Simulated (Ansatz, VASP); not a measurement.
## TlCl: VASP beside Ansatz

Contents of POSCAR:

```
TlCl
1.0
    3.9005350309      0.0000000000      0.0000000000
    0.0000000000      3.9005350309      0.0000000000
    0.0000000000      0.0000000000      3.9005350309
Tl Cl
1 1
Direct
    0.0000000000      0.0000000000      0.0000000000
    0.5000000000      0.5000000000      0.5000000000
```

The input INCAR.step1:

```
SYSTEM = TlCl
  PREC = Accurate
  ENCUT = 550
  ISMEAR = 0
  SIGMA = 0.02
  LREAL = .False.
  LASPH = .True.
  NELM = 120
  NBANDS = 17
  GGA = PE
  ALGO = Normal
  EDIFF = 1E-5
  LWAVE = .True.
  LCHARG = .False.
  GGA_COMPAT = .False.
```

Contents of INCAR.step2:

```
SYSTEM = TlCl
  PREC = Accurate
  ENCUT = 550
  EDIFF = 1E-6
  ISMEAR = 0
  SIGMA = 0.02
  LREAL = .False.
  LASPH = .True.
  NELM = 120
  ALGO = Normal
  ISIF = 2
  LWAVE = .False.
  LCHARG = .False.
  METAGGA = R2SCAN
  LMIXTAU = .True.
  NBANDS = 17
  ISTART = 1
  GGA_COMPAT = .False.
```

The input KPOINTS:

```
regular mesh
0
Gamma
  8 8 8
  0 0 0
```

Input for Ansatz:

```yaml
crystal:
  lattice:
    - [3.9005350309, 0.0, 0.0]
    - [0.0, 3.9005350309, 0.0]
    - [0.0, 0.0, 3.9005350309]
  atoms:
    - { symbol: Tl, position: [0.0, 0.0, 0.0] }
    - { symbol: Cl, position: [0.5, 0.5, 0.5] }
basis:
  ecutwfc: 500
kpoints:
  mp_grid: { grid: [8, 8, 8] }
  band_path:
    path:
      - [[0.0, 0.0, 0.0], [0.0, 0.5, 0.0], [0.5, 0.5, 0.0], [0.0, 0.0, 0.0], [0.5, 0.5, 0.5], [0.0, 0.5, 0.0]]
      - [[0.5, 0.5, 0.5], [0.5, 0.5, 0.0]]
    npoints: 14
hamiltonian:
  xc: r2scan
scf:
  occupations: { method: gaussian, width: 0.02 }
  n_extra_bands: 6
output:
  forces: true
  stress: true
  eigenvalues: true
  populations: true
  dos: { projected: true, de: 0.02, nscf_kmesh: { grid: [12, 12, 12] } }
  bader: true
  write_density: true
  write_potential: true
  elf: true
  volumetric_format: npy
```

Alike in both runs: task single point; functional r2SCAN; k mesh 8 × 8 × 8; occupations gaussian, width 0.02 eV; no spin polarisation.

|  | VASP | Ansatz |
| --- | --- | --- |
| version | VASP 6.6.1 | Ansatz 0.2.0 |
| potentials or method | VASP PAW PBE potentials, release 64 (Tl_d, Cl), cutoff 550 eV | scalar-relativistic, plane waves, PAW |
| valence electrons in the cell | 20 | 20 |

Ansatz gave:

```
gap on the k mesh at the Fermi level (eV) : 2.62
least direct gap on the mesh (eV)         : 2.62
pressure (GPa)                            : -1.2
```

Q: Estimate VASP's values.

A: gap on the k mesh at the Fermi level (eV): 2.63; least direct gap on the mesh (eV): 2.63; pressure (GPa): -1.3.

VASP's potentials were made for PBE, not for r2SCAN.

Spin-orbit coupling is off throughout.
